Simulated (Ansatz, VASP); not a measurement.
# Two plane-wave programs on AlNi3

```
Ni Al
1.0
     3.45114    0.00000    0.00000
     0.00000    3.45114    0.00000
     0.00000    0.00000    3.45114
Ni Al
3 1
Cartesian
  1.7256 1.7256 0.0000
  1.7256 0.0000 1.7256
  0.0000 1.7256 1.7256
  0.0000 0.0000 0.0000
```

Alike in both runs: task single point; functional r2SCAN; k mesh 8 × 8 × 8; occupations fermi-dirac, width 0.05 eV; collinear spin.

|  | VASP | Ansatz |
| --- | --- | --- |
| version | VASP 6.6.1 | Ansatz 0.2.0 |
| potentials or method | VASP PAW PBE potentials, release 64 (Ni, Al) | Ansatz PAW |
| plane-wave cutoff (eV) | 520 | 500 |
| valence electrons in the cell | 33 | 57 |

```csv
,VASP,Ansatz,Ansatz less VASP
gap on the k mesh at the Fermi level (eV),none,none,-
pressure (GPa),15.1,15.1,0.00
net moment per atom (μB),0.21,0.21,+0.004
size of the moment on the site where the two differ most (μB),0.30,0.34,+0.034
```

VASP's potentials were made for PBE, not for r2SCAN. Site moments also hang on the region over which each program counts them. A gap of «none» marks a metal or a gap that the smearing closes. VASP's potentials hold 33 valence electrons a cell and Ansatz's 57, so a difference there can come from the potentials and not from the codes.

Noted on Ansatz's run: the magnetic or orbital state may not be the lowest.
